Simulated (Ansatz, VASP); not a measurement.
## AlSn in VASP and in Ansatz

```xyz
2
Lattice="4.2534 0.0000 0.0000 -2.1267 3.6835 0.0000 0.0000 0.0000 3.3504" Properties=species:S:1:pos:R:3 pbc="T T T"
Sn    0.0000    2.4557    1.6752
Al    0.0000    0.0000    0.0000
```

Change from the starting cell: volume scaled by 1.04.

Alike in both runs: task single point; functional PBE; k mesh 7 × 7 × 8; occupations fermi-dirac, width 0.05 eV; no spin polarisation.

```csv
,VASP,Ansatz
version,VASP 6.6.1,Ansatz 0.2.0
potentials or method,"VASP PAW PBE potentials, release 64 (Sn_d, Al), cutoff 520 eV","all-electron LAPW, scalar-relativistic"
```

|  | VASP | Ansatz | Ansatz less VASP |
| --- | --- | --- | --- |
| gap on the k mesh at the Fermi level (eV) | none | none | - |
| pressure (GPa) | -1.6 | -1.6 | +0.06 |
| traceless stress, the component that is largest in VASP (GPa) | -0.14 | -0.14 | +0.001 |

A gap of «none» marks a metal or a gap that the smearing closes. Ansatz ran all-electron here, and VASP with PAW potentials.
